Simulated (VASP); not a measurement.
Runs of VASP 6.6.1 on Zn. The structure is that of space group P6_3/mmc (No. 194), or close to it. The cells are those of the table. 

```csv
cell,k mesh,smearing,gap on the mesh (eV),pressure (GPa)
"a = 2.571, b = 2.571, c = 4.736 Å, angles 90.0, 90.0, 120.0°, 2 atoms",20 × 20 × 10,fermi-dirac 0.1 eV,none,0.8
"a = 2.536, b = 2.536, c = 4.672 Å, angles 90.0, 90.0, 120.0°, 2 atoms",23 × 23 × 11,fermi-dirac 0.1 eV,none,5.7
"a = 2.571, b = 2.571, c = 4.736 Å, angles 90.0, 90.0, 120.0°, 2 atoms",14 × 14 × 7,gaussian 1 eV,none,1.6
"a = 2.605, b = 2.605, c = 4.799 Å, angles 90.0, 90.0, 120.0°, 2 atoms",23 × 23 × 11,fermi-dirac 0.1 eV,none,(b)
"a = 2.571, b = 2.571, c = 4.736 Å, angles 90.0, 90.0, 120.0°, 2 atoms",14 × 14 × 7,methfessel-paxton 0.2 eV,none,0.7
"a = 2.501, b = 2.501, c = 4.606 Å, angles 90.0, 90.0, 120.0°, 2 atoms",23 × 23 × 11,fermi-dirac 0.1 eV,none,(a)
"a = 2.571, b = 2.571, c = 4.736 Å, angles 90.0, 90.0, 120.0°, 2 atoms",15 × 15 × 7,fermi-dirac 0.1 eV,none,0.8
"a = 2.571, b = 2.571, c = 4.736 Å, angles 90.0, 90.0, 120.0°, 2 atoms",14 × 14 × 7,fermi-dirac 0.1 eV,none,0.8
"a = 2.464, b = 2.464, c = 4.539 Å, angles 90.0, 90.0, 120.0°, 2 atoms",23 × 23 × 11,fermi-dirac 0.1 eV,none,19.8
"a = 2.571, b = 2.571, c = 4.736 Å, angles 90.0, 90.0, 120.0°, 2 atoms",14 × 14 × 7,fermi-dirac 1 eV,none,6.1
"a = 2.571, b = 2.571, c = 4.736 Å, angles 90.0, 90.0, 120.0°, 2 atoms",14 × 14 × 7,methfessel-paxton 0.3 eV,none,0.7
"a = 2.571, b = 2.571, c = 4.736 Å, angles 90.0, 90.0, 120.0°, 2 atoms",14 × 14 × 7,gaussian 0.3 eV,none,0.8
```

Alike in all rows: task single point; level LDA; potentials or basis VASP PAW LDA potentials, release 64 (Zn); no spin polarisation; cutoff (eV) 520.

Fill in the values left out.

(a) 11.9; (b) -3.1.

A gap of «none» marks levels without a gap at the run's occupations.
